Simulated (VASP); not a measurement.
Here is a VASP 6.6.1 calculation.

The input INCAR:

```
  PREC = Accurate
  ENCUT = 520
  EDIFF = 1E-7
  ISMEAR = 0
  SIGMA = 0.1
  LREAL = False
  LASPH = True
  NELM = 80
  ALGO = Normal
  ISIF = 2
  LWAVE = False
  LCHARG = True
  GGA = PE
  LELF = True
  LVHAR = True
  NBANDS = 17
```

The input KPOINTS:

```
Automatic mesh
0
Gamma
  18 18 14
```

File POSCAR:

```
ZrC2
1.0
    1.3576486056     -3.4865885220      0.0000000000
    1.3576486056      3.4865885220      0.0000000000
    0.0000000000      0.0000000000      3.1044808039
Zr C
1 2
Direct
    0.0000000000      0.0000000000      0.5000000000
    0.6999036703      0.3000963297      0.0000000000
    0.3000963297      0.6999036703      0.0000000000
```

Potentials or basis: VASP PAW PBE potentials, release 64 (Zr_sv, C).

Launch:

```sh
$ cat potpaw_PBE.64/Zr_sv/POTCAR potpaw_PBE.64/C/POTCAR > POTCAR
$ mpirun -np 1 vasp_std > vasp.out
```

Q: What does it give for the pressure?

A: 0.3 GPa.

Q: Predict the band gap on the k mesh.

A: Zero (bands 10 and 11 overlap by 2.49 eV).

Q: Predict the largest force.

A: 0.011 eV/Å.

Forces in eV/Å, atoms in the order of the input:
```
Zr   0.000  0.000  0.000
C    0.000  0.011  0.000
C    0.000 -0.011  0.000
```
